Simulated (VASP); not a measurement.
# GaSbTe2S (P3m1) in VASP: further runs

Runs on GaSbTe2S. Level: PBE. Tasks: relaxation of cell and atoms, single point.

Program: VASP 6.6.1. These are calculated values, not measurements. Logs are shortened: lines on timing, memory, paths and dates and some standing lists are left out, and cuts for length are marked.

### Step 1. The cell of the first run

The structure is trigonal, space group P3m1 (No. 156). Conventional cell: a = 4.569 Å, b = 4.569 Å, c = 7.830 Å, α = 90.00°, β = 90.00°, γ = 120.00°. Ga (site symmetry 3m) has 4 Te at 2.66 to 2.81 Å and 3 S at 3.31 Å within 3.5 Å. Within 4.3 Å of Sb (site symmetry 3m) lie 6 Te at 3.26 to 3.49 Å and 3 S at 3.70 Å and 3 Ga at 4.18 Å. Within 3.7 Å of Te (site symmetry 3m) lie 3 Ga at 2.81 Å and 1 S at 2.95 Å and 3 Sb at 3.49 Å. Te (site symmetry 3m) has 1 Ga at 2.66 Å and 3 S at 2.72 Å and 3 Sb at 3.26 Å within 3.5 Å. Within 3.7 Å of S (site symmetry 3m) lie 4 Te at 2.72 to 2.95 Å and 3 Ga at 3.31 Å and 3 Sb at 3.70 Å.

The cell was generated, and may not be a known phase.

### Step 2. Relaxation of cell and atoms, PBE

The input, INCAR:

```
SYSTEM = GaSbTe2S
ALGO     = Normal         ! electronic algorithm
EDIFF    = 1E-6           ! SCF threshold, eV
EDIFFG   = -0.04          ! ionic threshold
ENCUT    = 600            ! plane-wave cutoff, eV
GGA      = PE             ! functional
IBRION   = 2              ! ionic algorithm
ISIF     = 3              ! what is computed and relaxed
ISMEAR   = 0              ! smearing method
LASPH    = .True.         ! aspherical terms in the spheres
LCHARG   = .False.        ! write CHGCAR
LREAL    = .False.        ! projectors in reciprocal space
LWAVE    = .False.        ! write WAVECAR
NELM     = 80             ! most SCF steps
NSW      = 90             ! ionic steps
PREC     = Accurate       ! precision mode
SIGMA    = 0.1            ! smearing width, eV
```

The input, KPOINTS:

```
k-points
0
Gamma
  6 6 2
  0 0 0
```

The input, POSCAR:

```
GaSbTe2S
1.0
    4.5690397200      0.0000000000      0.0000000000
   -2.2845198600      3.9569044700      0.0000000000
    0.0000000000      0.0000000000      7.8297341200
Ga Sb Te S
1 1 2 1
Direct
    0.6666666700      0.3333333300      0.6116340200
    0.0000000000      0.0000000000      0.0261640000
    0.3333333300      0.6666666700      0.7338119700
    0.6666666700      0.3333333300      0.2717430000
    0.3333333300      0.6666666700      0.3566470100
```

Potentials or basis: VASP PAW PBE potentials, release 64 (Ga_d, Sb, Te, S).

Launch:

```
cat potpaw_PBE.64/Ga_d/POTCAR potpaw_PBE.64/Sb/POTCAR potpaw_PBE.64/Te/POTCAR potpaw_PBE.64/S/POTCAR > POTCAR
mpirun -np 1 vasp_std > vasp.out
```

OUTCAR:

```text
SYSTEM = GaSbTe2S
   EDIFF = 1E-6
   EDIFFG = -0.04
   ENCUT = 600
   GGA = PE
   IBRION = 2
   ISIF = 3
   ISMEAR = 0
   LASPH = .True.
   LREAL = .False.
   NELM = 80
   NSW = 90
   PREC = Accurate

 ion  position               nearest neighbor table
   1  0.667  0.333  0.612-   4 2.66   3 2.81   3 2.81   3 2.81
   2  0.000  0.000  0.026-   4 3.26   4 3.26   4 3.26   3 3.49   3 3.49   3 3.49
   3  0.333  0.667  0.734-   1 2.81   1 2.81   1 2.81   5 2.95   2 3.49   2 3.49   2 3.49
   4  0.667  0.333  0.272-   1 2.66   5 2.72   5 2.72   5 2.72   2 3.26   2 3.26   2 3.26
   5  0.333  0.667  0.357-   4 2.72   4 2.72   4 2.72   3 2.95

  LATTYP: Found a hexagonal cell.
 ALAT       =     4.5690397200
 C/A-ratio  =     1.7136498257

  Lattice vectors:

 A1 = (   4.5690397200,   0.0000000000,   0.0000000000)
 A2 = (  -2.2845198600,   3.9569044700,   0.0000000000)
 A3 = (   0.0000000000,   0.0000000000,   7.8297341200)

Analysis of symmetry for initial positions (statically):
=====================================================================
 Subroutine PRICEL returns:
 Original cell was already a primitive cell.

 Routine SETGRP: Setting up the symmetry group for a
 hexagonal supercell.

 Subroutine GETGRP returns: Found  6 space group operations
 (whereof  6 operations were pure point group operations)
 out of a pool of 24 trial point group operations.

The static configuration has the point symmetry C_3v.

Analysis of symmetry for dynamics (positions and initial velocities):
=====================================================================
 Subroutine PRICEL returns:
 Original cell was already a primitive cell.

 Routine SETGRP: Setting up the symmetry group for a
 hexagonal supercell.

 Subroutine GETGRP returns: Found  6 space group operations
 (whereof  6 operations were pure point group operations)
 out of a pool of 24 trial point group operations.

The dynamic configuration has the point symmetry C_3v.

 Subroutine INISYM returns: Found  6 space group operations
 (whereof  6 operations are pure point group operations),
 and found     1 'primitive' translations

----------------------------------------------------------------------------------------

                                     Primitive cell

  volume of cell :     141.5557

  direct lattice vectors                    reciprocal lattice vectors
     4.569039720  0.000000000  0.000000000     0.218864370  0.126361403  0.000000000
    -2.284519860  3.956904470  0.000000000     0.000000000  0.252722806  0.000000000
     0.000000000  0.000000000  7.829734120     0.000000000  0.000000000  0.127718258

  length of vectors
     4.569039720  4.569039721  7.829734120     0.252722806  0.252722806  0.127718258

  position of ions in fractional coordinates (direct lattice)
     0.666666670  0.333333330  0.611634020
     0.000000000  0.000000000  0.026164000
     0.333333330  0.666666670  0.733811970
     0.666666670  0.333333330  0.271743000
     0.333333330  0.666666670  0.356647010

  ion indices of the primitive-cell ions
   primitive index   ion index
                 1           1
                 2           2
                 3           3
                 4           4
                 5           5

----------------------------------------------------------------------------------------

 KPOINTS: k-points

Automatic generation of k-mesh.
 Grid dimensions read from file:
 generate k-points for:    6    6    2

 Generating k-lattice:

  Cartesian coordinates                     Fractional coordinates (reciprocal lattice)
     0.036477395  0.021060234  0.000000000     0.166666667  0.000000000  0.000000000
     0.000000000  0.042120468  0.000000000     0.000000000  0.166666667  0.000000000
     0.000000000  0.000000000  0.063859129     0.000000000  0.000000000  0.500000000

  Length of vectors
     0.042120468  0.042120468  0.063859129

  Shift w.r.t. Gamma in fractional coordinates (k-lattice)
     0.000000000  0.000000000  0.000000000

 Subroutine IBZKPT returns following result:
 ===========================================

 Found     14 irreducible k-points:

 Following reciprocal coordinates:
            Coordinates               Weight
  0.000000  0.000000  0.000000      1.000000
  0.166667  0.000000  0.000000      6.000000
  0.333333  0.000000  0.000000      6.000000
  0.500000  0.000000  0.000000      3.000000
  0.166667  0.166667  0.000000      6.000000
  0.333333  0.166667  0.000000     12.000000
  0.333333  0.333333  0.000000      2.000000
  0.000000  0.000000  0.500000      1.000000
  0.166667  0.000000  0.500000      6.000000
  0.333333  0.000000  0.500000      6.000000
  0.500000  0.000000  0.500000      3.000000
  0.166667  0.166667  0.500000      6.000000
  0.333333  0.166667  0.500000     12.000000
  0.333333  0.333333  0.500000      2.000000
   k-points           NKPTS =     14   k-points in BZ     NKDIM =     14   number of bands    NBANDS=     22
   number of dos      NEDOS =    301   number of ions     NIONS =      5
   total plane-waves  NPLWV = 102400
   dimension x,y,z NGX =    40 NGY =   40 NGZ =   64
   dimension x,y,z NGXF=    80 NGYF=   80 NGZF=  128
   ions per type =               1   1   2   1
   NGX,Y,Z   is equivalent  to a cutoff of  14.55, 14.55, 13.59 a.u.
   NGXF,Y,Z  is equivalent  to a cutoff of  29.11, 29.11, 27.18 a.u.
 SYSTEM =  GaSbTe2S
   PREC   = accura    normal or accurate (medium, high low for compatibility)
   ISTART =      0    job   : 0-new  1-cont  2-samecut
   ICHARG =      2    charge: 1-file 2-atom 10-const
   ISPIN  =      1    spin polarized calculation?
   LNONCOLLINEAR =      F non collinear calculations
   LSORBIT =      F    spin-orbit coupling
   LASPH  =      T    aspherical Exc in radial PAW
   ENCUT  =  600.0 eV  44.10 Ry    6.64 a.u.   9.13  9.13 15.64*2*pi/ulx,y,z
   NELM   =     80;   NELMIN=  2; NELMDL= -5     # of ELM steps
   EDIFF  = 0.1E-05   stopping-criterion for ELM
   LREAL  =      F    real-space projection
   EDIFFG = -.4E-01   stopping-criterion for IOM
   NSW    =     90    number of steps for IOM
   IBRION =      2    ionic relax: 0-MD 1-quasi-New 2-CG
   NFREE  =      1    steps in history (QN), initial steepest desc. (CG)
   ISIF   =      3    stress and relaxation
   ISYM   =      2    0-nonsym 1-usesym 2-fastsym
   POTIM  = 0.5000    time-step for ionic-motion
   TEBEG  =    0.0;   TEEND  =   0.0 temperature during run
   PSTRESS=    0.0 pullay stress
   NELECT =      36.0000    total number of electrons
   NUPDOWN=      -1.0000    fix difference up-down
   EMIN   =  10.00;   EMAX   =-10.00  energy-range for DOS
   EFERMI =   0.00;   METHOD = LEGACY
   ISMEAR =     0;   SIGMA  =   0.10  broadening in eV -4-tet -1-fermi 0-gaus
   EFERMI_NEDOS =   21; number of points for ismear=-14 and -15
   IALGO  =     38    algorithm
   IMIX   =      4    mixing-type and parameters
     AMIX     =   0.40;   BMIX     =  1.00
     AMIX_MAG =   1.60;   BMIX_MAG =  1.00
  volume/ion in A,a.u.               =      28.31       191.05
  Fermi-wavevector in a.u.,A,eV,Ry     =   1.037210  1.960042 14.637196  1.075804
  Thomas-Fermi vector in A             =   2.171637
   LORBIT       =      0    0 simple, 1 ext, 2 COOP (PROOUT), +10 PAW based schemes
   GGA     = PE    functional components
   LHFCALC =     F    Hartree Fock is set to
   AEXX    =    0.0000 exact exchange contribution
   IVDW    =     0    specifies the selected vdW correction
   LEPSILON=     F    determine dielectric tensor
   LRPA    =     F    only Hartree local field effects (RPA)
 conjugate gradient relaxation of ions
 non-spin polarized calculation
 Gauss-broadening in eV      SIGMA  =   0.10
  energy-cutoff  :      600.00
  volume of cell :      141.56
 maximum number of plane-waves:      4748
 NGX is ok and might be reduce to    40
   NGX = 19   NGY = 19   NGZ = 31

--------------------------------------- Ionic step        1  -------------------------------------------

 number of electron      36.0000003 magnetization

 Free energy of the ion-electron system (eV)
  ---------------------------------------------------
  ext. energy  EPLUGINS =         0.00000000
  ---------------------------------------------------
  free energy    TOTEN  =       -15.98039558 eV

  energy without entropy =      -15.95870482  energy(sigma->0) =      -15.96955020

------------------------ aborting loop because EDIFF is reached ----------------------------------------

  FORCE on cell =-STRESS in cart. coord.  units (eV):
  Direction    XX          YY          ZZ          XY          YZ          ZX
  --------------------------------------------------------------------------------------
  -------------------------------------------------------------------------------------
  Total        1.6011672      1.6011672      2.4780025      0.0000000      0.0000000     -0.0000000
  in kB       18.1225686     18.1225686     28.0468968      0.0000000      0.0000000     -0.0000000
  external PRESSURE =      21.4306780 kB  Pullay stress =       0.0000000 kB
[... 98 lines left out ...]
  FREE ENERGIE OF THE ION-ELECTRON SYSTEM (eV)
  ---------------------------------------------------
  free  energy   TOTEN  =       -16.3395326166 eV

  energy  without entropy=      -16.3215222496  energy(sigma->0) =      -16.33052743

 E-fermi :   5.7337     XC(G=0):  -9.1124

 val. band max:        5.7274906664   @ k =   0.1667   0.1667   0.5000
 cond. band min:       5.8065510452   @ k =   0.0000   0.0000   0.5000
 fundamental gap:      0.0790603788
 Fermi energy:         5.7336694543

 k-point     1 :       0.0000    0.0000    0.0000
  band No.  band energies     occupation
      1     -10.1507      2.00000
      2     -10.0583      2.00000
      3     -10.0583      2.00000
      4      -9.9723      2.00000
      5      -9.9723      2.00000
      6      -8.7591      2.00000
[... 324 lines left out ...]
      6      -7.5540      2.00000
[... 14 lines left out ...]
     21       8.0566      0.00000
     22       8.5694      0.00000

[... ionic steps 4 to 60 ...]

--------------------------------------- Ionic step       61  -------------------------------------------

 number of electron      35.9999998 magnetization

------------------------ aborting loop because EDIFF is reached ----------------------------------------

  FORCE on cell =-STRESS in cart. coord.  units (eV):
  Direction    XX          YY          ZZ          XY          YZ          ZX
  --------------------------------------------------------------------------------------
  -------------------------------------------------------------------------------------
  Total        0.3860599      0.3860599     -0.2453981     -0.0000000      0.0000000     -0.0000000
  in kB        3.8106161      3.8106161     -2.4222091     -0.0000000      0.0000000     -0.0000000
  external PRESSURE =       1.7330077 kB  Pullay stress =       0.0000000 kB
[... 63 lines left out ...]
  energy  without entropy=      -18.3576357228  energy(sigma->0) =      -18.36087274

--------------------------------------- Ionic step       63  -------------------------------------------

 number of electron      36.0000000 magnetization

 Free energy of the ion-electron system (eV)
  ---------------------------------------------------
  ext. energy  EPLUGINS =         0.00000000
  ---------------------------------------------------
  free energy    TOTEN  =       -18.36634222 eV

  energy without entropy =      -18.35982689  energy(sigma->0) =      -18.36308456

 E-fermi :   4.1968     XC(G=0):  -8.4877

 val. band max:        4.1636196406   @ k =   0.0000   0.0000   0.0000
 cond. band min:       4.6000331145   @ k =   0.5000   0.0000   0.0000
 fundamental gap:      0.4364134739
 Fermi energy:         4.1968053244

 k-point     1 :       0.0000    0.0000    0.0000
  band No.  band energies     occupation
      1     -11.3845      2.00000
      2     -11.3243      2.00000
      3     -11.3243      2.00000
      4     -11.2742      2.00000
      5     -11.2742      2.00000
      6      -9.4183      2.00000
[... 371 lines left out ...]
  FREE ENERGIE OF THE ION-ELECTRON SYSTEM (eV)
  ---------------------------------------------------
  free  energy   TOTEN  =       -18.3663422240 eV

  energy  without entropy=      -18.3598268908  energy(sigma->0) =      -18.36308456

 reached required accuracy - stopping structural energy minimisation
```

It took 26 min on 1 thread of AMD EPYC 9R45 (Zen 5), shared host; peak memory 0.36 GiB.

What came out:

```
Free energy                           : -18.3663 eV
Relaxed volume                        : 32.56 Å³/atom
Relaxed cell                          : a = 4.061 Å, b = 4.061 Å, c = 11.397 Å, α = 90.00°, β = 90.00°, γ = 120.00°
Space group after relaxing (to 0.1 Å) : P3m1 (No. 156)
Energy gained by relaxing             : 477.2 meV/atom
Ionic steps                           : 63
Pressure after relaxing               : 0.1 GPa
Largest force after relaxing          : 0.030 eV/Å
Band gap on the k mesh                : zero (filled and empty bands touch)
```

Forces in eV/Å, atoms in the order of the input:
```
Ga   0.000  0.000 -0.017
Sb   0.000  0.000  0.012
Te   0.000  0.000  0.030
Te   0.000  0.000 -0.012
S    0.000  0.000 -0.012
```

Step by step:
| step | energy change (eV) | largest force (eV/Å) | pressure (GPa) | volume (Å³) |
| --- | --- | --- | --- | --- |
| 1 | 0.0000 | 2.2326 | 2.14 | 141.56 |
| 3 | -0.3591 | 0.7830 | -2.59 | 156.41 |
| 5 | -0.5783 | 0.6321 | 0.32 | 144.97 |
| 7 | -0.7106 | 0.1922 | -0.10 | 145.18 |
| 9 | -0.7221 | 0.1779 | -0.06 | 145.25 |
| 11 | -0.7280 | 0.1623 | -0.03 | 144.88 |
| 13 | -0.7362 | 0.4685 | 0.53 | 141.50 |
| 15 | -0.7498 | 0.2108 | 0.07 | 143.36 |
| 17 | -0.7769 | 0.4097 | -1.21 | 146.84 |
| 19 | -0.7899 | 0.6856 | -2.37 | 151.57 |
| 21 | -0.7949 | 0.7119 | -2.43 | 151.82 |
| 23 | -0.8172 | 0.8077 | -2.52 | 152.85 |
| 25 | -0.9068 | 1.1079 | -2.25 | 156.94 |
| 27 | -0.9415 | 1.3950 | -1.56 | 159.67 |
| 29 | -1.0092 | 1.5866 | -0.92 | 161.39 |
| 31 | -1.0019 | 2.3855 | 0.40 | 164.28 |
| 33 | -1.1823 | 1.3126 | -0.47 | 163.04 |
| 35 | -1.3677 | 1.7419 | -1.54 | 162.83 |
| 37 | -1.7491 | 1.1774 | -1.13 | 161.63 |
| 39 | -1.7427 | 2.3400 | 4.75 | 144.55 |
| 41 | -2.1230 | 0.6044 | 0.44 | 152.57 |
| 43 | -2.2075 | 0.5457 | -0.59 | 155.27 |
| 45 | -2.3104 | 0.1838 | 0.99 | 151.58 |
| 47 | -2.3312 | 0.2812 | 0.86 | 153.39 |
| 49 | -2.3533 | 0.3442 | -0.08 | 157.66 |
| 51 | -2.3582 | 0.3757 | -0.57 | 159.85 |
| 53 | -2.3695 | 0.1853 | 0.15 | 158.76 |
| 55 | -2.3745 | 0.0953 | 0.16 | 160.18 |
| 57 | -2.3771 | 0.0971 | -0.09 | 160.95 |
| 59 | -2.3789 | 0.1061 | -0.22 | 161.70 |
| 61 | -2.3833 | 0.0943 | 0.17 | 162.32 |
| 63 | -2.3859 | 0.0299 | 0.10 | 162.78 |

Final structure:
```xyz
5
Lattice="4.0611 0.0000 0.0000 -2.0306 3.5170 0.0000 0.0000 0.0000 11.3968" Properties=species:S:1:pos:R:3 pbc="T T T"
Ga    2.0306    1.1723    4.8761
Sb    0.0000    0.0000    0.2252
Te    0.0000    2.3447    9.7775
Te    2.0306    1.1723    2.2305
S     0.0000    2.3447    5.6844
```

Levels at points of the mesh, in eV from the Fermi level:
```csv
k point,band 16,band 17,band 18,band 19,band 20,band 21
"(0.00, 0.00, 0.00)",-1.02,-0.14,-0.14,-0.03,1.84,1.92
"(0.50, 0.00, 0.00)",-2.24,-1.29,-0.72,0.40,1.53,1.98
"(0.00, 0.00, 0.50)",-0.85,-0.14,-0.14,-0.07,1.81,1.93
"(0.50, 0.00, 0.50)",-2.21,-1.46,-0.71,0.55,1.53,1.96
```

Caveat: the k points lie up to 0.30 Å⁻¹ apart in the final cell; semilocal functionals underestimate gaps, and a narrow one can read as zero; a cell axis changed by over 15 % at a fixed basis, so the end point is rough; spin-orbit coupling is left out, which moves the levels of the heavy elements; this functional lacks dispersion, which binds layers or chains, so the pressure and a relaxed spacing across them are unreliable.

### Step 3. Single point, PBE

This run uses another cell than the first one, of 29.16 Å³/atom.

The input, INCAR:

```
SYSTEM = GaSbTe2S
PREC     = Accurate       ! precision mode
ENCUT    = 520            ! plane-wave cutoff, eV
EDIFF    = 1E-7           ! SCF threshold, eV
ISMEAR   = 0              ! smearing method
SIGMA    = 0.1            ! smearing width, eV
LREAL    = .False.        ! projectors in reciprocal space
LASPH    = .True.         ! aspherical terms in the spheres
NELM     = 80             ! most SCF steps
ALGO     = Normal         ! electronic algorithm
ISIF     = 2              ! what is computed and relaxed
LWAVE    = .False.        ! write WAVECAR
LCHARG   = .False.        ! write CHGCAR
GGA      = PE             ! functional
NBANDS   = 26             ! bands
```

The input, KPOINTS:

```
Automatic mesh
0
Gamma
  12 12 4
  0 0 0
```

The input, POSCAR:

```
GaSbTe2S
1.0
    3.9344372445      0.0000000000      0.0000000000
   -1.9672186223      3.4073226034      0.0000000000
    0.0000000000      0.0000000000     10.8760852177
Ga Sb Te S
1 1 2 1
Direct
    0.6666666667      0.3333333333      0.5744538528
    0.0000000000      0.0000000000      0.9855001116
    0.3333333333      0.6666666667      0.8017580006
    0.6666666667      0.3333333333      0.1616655736
    0.3333333333      0.6666666667      0.4766224614
```

Potentials or basis: VASP PAW PBE potentials, release 64 (Ga_d, Sb, Te, S).

Launch:

```
cat potpaw_PBE.64/Ga_d/POTCAR potpaw_PBE.64/Sb/POTCAR potpaw_PBE.64/Te/POTCAR potpaw_PBE.64/S/POTCAR > POTCAR
mpirun -np 1 vasp_std > vasp.out
```

Wall time 2.9 min (1 thread of AMD EPYC 9R45 (Zen 5), shared host); peak memory 0.43 GiB.

Results (log left out):

```
Free energy            : -17.8158 eV
Pressure               : 0.0 GPa
Largest force          : 0.013 eV/Å
Band gap on the k mesh : zero (bands 18 and 19 overlap by 0.72 eV)
```

Forces in eV/Å, atoms in the order of the input:
```
Ga   0.000  0.000  0.013
Sb   0.000  0.000 -0.013
Te   0.000  0.000 -0.002
Te   0.000  0.000  0.012
S    0.000  0.000 -0.010
```

Levels at points of the mesh, in eV from the Fermi level:
```csv
k point,band 16,band 17,band 18,band 19,band 20,band 21
"(0.00, 0.00, 0.00)",-0.81,-0.02,-0.02,0.51,2.11,2.11
"(0.50, 0.00, 0.00)",-2.52,-1.17,-0.84,-0.22,1.49,2.14
"(0.00, 0.00, 0.50)",-0.31,-0.03,-0.03,0.23,2.12,2.12
"(0.50, 0.00, 0.50)",-2.35,-1.23,-0.79,-0.13,1.34,2.42
```

Caveat: spin-orbit coupling is left out, which moves the levels of the heavy elements; this functional lacks dispersion, which binds layers or chains, so the pressure and a relaxed spacing across them are unreliable.

The gap in the log of VASP goes by the Fermi energy; the results here count the filled bands.